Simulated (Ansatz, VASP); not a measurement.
# Pb: VASP beside Ansatz

File INCAR:

```
ALGO = Fast ; EDIFF = 1E-7
ENCUT = 520 ; GGA = PE
ISIF = 2 ; ISMEAR = -1
IVDW = 13 ; LASPH = True
LCHARG = True ; LELF = True
LREAL = False ; LVHAR = True
LWAVE = False ; NBANDS = 13
NELM = 80 ; PREC = Accurate
SIGMA = 0.05
```

File KPOINTS:

```
k-points
0
Gamma
  9 9 9
```

POSCAR

```
Pb
1.0
    0.0000000000      2.4584086270      2.4584086270
    2.4584086270      0.0000000000      2.4584086270
    2.4584086270      2.4584086270      0.0000000000
Pb
1
Direct
    0.0000000000      0.0000000000      0.0000000000
```

The input input.yaml:

```yaml
crystal:
  lattice:
    - [0.0, 2.458408627, 2.458408627]
    - [2.458408627, 0.0, 2.458408627]
    - [2.458408627, 2.458408627, 0.0]
  atoms:
    - { symbol: Pb, position: [0.0, 0.0, 0.0] }
hamiltonian:
  xc: pbe
  pseudopotentials: { kind: paw }
  dispersion: d4
kpoints:
  mp_grid: { grid: [9, 9, 9] }
scf:
  occupations: { method: fermi_dirac, width: 0.05 }
output:
  forces: true
  stress: true
  eigenvalues: true
```

Alike in both runs: task single point; functional PBE; dispersion D4; k mesh 9 × 9 × 9; occupations fermi-dirac, width 0.05 eV; no spin polarisation.

|  | VASP | Ansatz |
| --- | --- | --- |
| version | VASP 6.6.1 | Ansatz 0.2.0 |
| potentials or method | VASP PAW PBE potentials, release 64 (Pb_d) | Ansatz PAW |
| plane-wave cutoff (eV) | 520 | 420 |
| valence electrons in the cell | 14 | 14 |

Ansatz gave:

| Quantity | Value |
| --- | --- |
| gap on the k mesh at the Fermi level (eV) | none |
| pressure (GPa) | 1.1 |

Question: What did VASP give for the same quantities?

Answer: gap on the k mesh at the Fermi level (eV): none; pressure (GPa): 1.0.

A gap of «none» marks a metal or a gap that the smearing closes.

Neither program's run includes spin-orbit coupling.
